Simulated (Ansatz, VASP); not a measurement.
**BN in VASP and in Ansatz**

Contents of INCAR:

```
SYSTEM = BN
PREC     = Accurate       ! precision mode
ENCUT    = 520            ! plane-wave cutoff, eV
EDIFF    = 1E-6           ! SCF threshold, eV
ISMEAR   = 0              ! smearing method
SIGMA    = 0.01           ! smearing width, eV
LREAL    = .FALSE.        ! projectors in reciprocal space
LASPH    = .TRUE.         ! aspherical terms in the spheres
NELM     = 60             ! most SCF steps
ALGO     = Normal         ! electronic algorithm
ISIF     = 2              ! what is computed and relaxed
LWAVE    = .FALSE.        ! write WAVECAR
LCHARG   = .FALSE.        ! write CHGCAR
GGA      = PE             ! functional
NBANDS   = 11             ! bands
```

KPOINTS

```
regular mesh
0
G
  12 12 12
  0 0 0
```

POSCAR

```
BN
1.0
    0.0000000000      1.8048245560      1.8048245560
    1.8048245560      0.0000000000      1.8048245560
    1.8048245560      1.8048245560      0.0000000000
B N
1 1
Direct
    0.0000000000      0.0000000000      0.0000000000
    0.2500000000      0.2500000000      0.2500000000
```

Input for Ansatz:

```yaml
crystal:
  lattice:
    - [0.0, 1.804824556, 1.804824556]
    - [1.804824556, 0.0, 1.804824556]
    - [1.804824556, 1.804824556, 0.0]
  atoms:
    - { symbol: B, position: [0.0, 0.0, 0.0] }
    - { symbol: "N", position: [0.25, 0.25, 0.25] }
kpoints:
  mp_grid: { grid: [12, 12, 12] }
  band_path:
    path:
      - [0.0, 0.0, 0.0]
      - [-0.5, -0.5, 0.0]
      - [-0.375, -0.375, 0.25]
      - [-0.375, 0.0, 0.375]
      - [0.0, 0.0, 0.5]
      - [-0.5, -0.25, 0.25]
      - [0.0, 0.5, 0.5]
    npoints: 1
hamiltonian:
  xc: pbe
scf:
  occupations: { method: fixed }
  n_extra_bands: 4
output:
  forces: true
  stress: true
  eigenvalues: true
```

Alike in both runs: task single point; functional PBE; k mesh 12 × 12 × 12; no spin polarisation.

|  | VASP | Ansatz |
| --- | --- | --- |
| version | VASP 6.6.1 | Ansatz 0.2.0 |
| potentials or method | VASP PAW PBE potentials, release 64 (B, N) | plane waves, PAW |
| plane-wave cutoff (eV) | 520 | 420 |
| occupations | gaussian, width 0.01 eV | fixed |
| valence electrons in the cell | 8 | 8 |

|  | VASP | Ansatz | Ansatz less VASP |
| --- | --- | --- | --- |
| gap on the k mesh at the Fermi level (eV) | 4.46 | 4.48 | +0.012 |
| pressure (GPa) | 5.0 | 4.7 | -0.29 |
